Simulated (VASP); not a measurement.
Set up this calculation in VASP 6.6.1, as the native input.

```
Task                   : relaxation of shape and atoms at fixed volume
Functional             : PBE
Potentials or basis    : VASP PAW PBE potentials, release 64 (Al, N)
Cutoff                 : 600 eV
k mesh                 : 9 × 9 × 6
Occupations            : gaussian, width 0.02 eV
Spin                   : no spin polarisation
Dipole correction      : no
Further INCAR settings : ALGO = Normal; EDIFF = 1e-07; IBRION = 2; EDIFFG = -0.01; NSW = 50; ISIF = 4
```

The structure of AlN lies in POSCAR:

```
AlN
1.0
    3.4007417369      0.0000000000      0.0000000000
   -1.7003708685      2.9451287359      0.0000000000
    0.0000000000      0.0000000000      4.3743957414
Al N
2 2
Direct
    0.3333333333      0.6666666667      0.7500000000
    0.6666666667      0.3333333333      0.2500000000
    0.3333333333      0.6666666667      0.2500000000
    0.6666666667      0.3333333333      0.7500000000
```

This cell differs from its parent crystal: volume scaled by 1.10.

One way to write it, as run:

INCAR

```
SYSTEM = AlN
  PREC = Accurate
  ENCUT = 600
  EDIFF = 1E-7
  ISMEAR = 0
  SIGMA = 0.02
  LREAL = .FALSE.
  LASPH = .TRUE.
  NELM = 100
  ALGO = Normal
  ISIF = 4
  LWAVE = .FALSE.
  LCHARG = .FALSE.
  GGA = PE
  IBRION = 2
  NSW = 50
  EDIFFG = -0.01
```

KPOINTS

```
Automatic mesh
0
G
  9 9 6
  0 0 0
```

Potentials or basis: VASP PAW PBE potentials, release 64 (Al, N).

Command:

```bash
$ cat potpaw_PBE.64/Al/POTCAR potpaw_PBE.64/N/POTCAR > POTCAR
$ mpirun -np 1 vasp_std > vasp.out
```

Results of the run:

```
Energy gained by relaxing : 1.2 meV/atom
Ionic steps               : 3
Pressure after relaxing   : -15.2 GPa
Band gap on the k mesh    : 2.40 eV, direct
```

Run time: 44 s on 1 thread of Intel(R) Xeon(R) Platinum 8488C (Sapphire Rapids), on a shared host, peak memory 0.18 GiB.
